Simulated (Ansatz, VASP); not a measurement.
**One calculation of MgO, two programs**

INCAR

```
ALGO = Normal
EDIFF = 1E-6
ENCUT = 600
GGA = PE
GGA_COMPAT = F
ISIF = 2
ISMEAR = 0
LASPH = T
LCHARG = F
LREAL = F
LWAVE = F
NBANDS = 11
NELM = 120
PREC = Accurate
SIGMA = 0.01
```

The input KPOINTS:

```
k-points
0
Gamma
  12 12 12
```

POSCAR

```
MgO
1.0
    0.0000000000      2.1021674168      2.1021674168
    2.1021674168      0.0000000000      2.1021674168
    2.1021674168      2.1021674168      0.0000000000
Mg O
1 1
Direct
    0.0000000000      0.0000000000      0.0000000000
    0.5000000000      0.5000000000      0.5000000000
```

Input for Ansatz:

```yaml
crystal:
  lattice:
    - [0.0, 2.1021674168, 2.1021674168]
    - [2.1021674168, 0.0, 2.1021674168]
    - [2.1021674168, 2.1021674168, 0.0]
  atoms:
    - { symbol: Mg, position: [0.0, 0.0, 0.0] }
    - { symbol: O, position: [0.5, 0.5, 0.5] }
kpoints:
  mp_grid: { grid: [12, 12, 12] }
hamiltonian:
  xc: pbe
scf:
  occupations: { method: fixed }
output:
  optics:
    e_range: [0, 6]
    de: 0.05
    sigma: 0.25
    scissors: 1.5
    scheme: fermi_dirac
    bands: scf
```

Alike in both runs: task single point; functional PBE; k mesh 12 × 12 × 12; no spin polarisation.

```csv
,VASP,Ansatz
version,VASP 6.6.1,Ansatz 0.2.0
potentials or method,"VASP PAW PBE potentials, release 64 (Mg, O)","plane waves, PAW"
plane-wave cutoff (eV),600,420
occupations,"gaussian, width 0.01 eV",fixed
valence electrons in the cell,8,16
```

Ansatz gave:

* gap on the k mesh at the Fermi level (eV): 4.80

Task: What did VASP give for the same quantities?

Result: gap on the k mesh at the Fermi level (eV): 4.78.

VASP's potentials hold 8 valence electrons a cell and Ansatz's 16, so a difference there can come from the potentials and not from the codes.
